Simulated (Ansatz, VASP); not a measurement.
# BiS4 in VASP and in Ansatz

The input INCAR:

```
SYSTEM = BiS4
ALGO = Normal
EDIFF = 1E-7
EDIFFG = -0.01
ENCUT = 600
GGA = PE
IBRION = 2
ISIF = 3
ISMEAR = 0
LASPH = .True.
LCHARG = .False.
LREAL = .False.
LWAVE = .False.
NELM = 100
NSW = 100
PREC = Accurate
SIGMA = 0.1
```

The input KPOINTS:

```
k-points
0
Gamma
  8 8 8
  0 0 0
```

POSCAR

```
BiS4
1.0
   -3.1868959755      3.1868959755      3.1868959755
    3.1868959755     -3.1868959755      3.1868959755
    3.1868959755      3.1868959755     -3.1868959755
Bi S
1 4
Direct
    0.0000000000      0.0000000000      0.0000000000
    0.5000000000      0.5000000000      0.5000000000
    0.0000000000      0.0000000000      0.5000000000
    0.0000000000      0.5000000000      0.0000000000
    0.5000000000      0.0000000000      0.0000000000
```

Input for Ansatz:

```yaml
crystal:
  lattice:
    - [-3.1868959755, 3.1868959755, 3.1868959755]
    - [3.1868959755, -3.1868959755, 3.1868959755]
    - [3.1868959755, 3.1868959755, -3.1868959755]
  atoms:
    - { symbol: Bi, position: [0.0, 0.0, 0.0] }
    - { symbol: S, position: [0.5, 0.5, 0.5] }
    - { symbol: S, position: [0.0, 0.0, 0.5] }
    - { symbol: S, position: [0.0, 0.5, 0.0] }
    - { symbol: S, position: [0.5, 0.0, 0.0] }
basis:
  ecutwfc: 420
kpoints:
  mp_grid: { grid: [8, 8, 8] }
hamiltonian:
  xc: pbe
scf:
  occupations: { method: gaussian, width: 0.1 }
output:
  forces: true
  stress: true
  eigenvalues: true
relax:
  adjacent_minimum: "off"
  f_tol: 0.01
  max_steps: 80
  cell: { stress_tol: 0.05 }
```

Alike in both runs: task relaxation of cell and atoms; functional PBE; k mesh 8 × 8 × 8; occupations gaussian, width 0.1 eV; no spin polarisation.

```csv
,VASP,Ansatz
version,VASP 6.6.1,Ansatz 0.2.0
potentials or method,"VASP PAW PBE potentials, release 64 (Bi_d, S), cutoff 600 eV","scalar-relativistic, plane waves, PAW"
valence electrons in the cell,39,39
```

|  | VASP | Ansatz | Ansatz less VASP |
| --- | --- | --- | --- |
| gap on the k mesh at the Fermi level, each at its own relaxed structure (eV) | none | none | - |
| relaxed volume (Å³/atom) | 25.89 | 25.89 | 0.000 |
| relaxed cell length with the largest relative difference (Å) | 5.520 | 5.520 | 0.0000 |

A gap of «none» marks a metal or a gap that the smearing closes.

Spin-orbit coupling is off throughout. Noted on VASP's run: the relaxation stopped at its first step, so nothing moved.
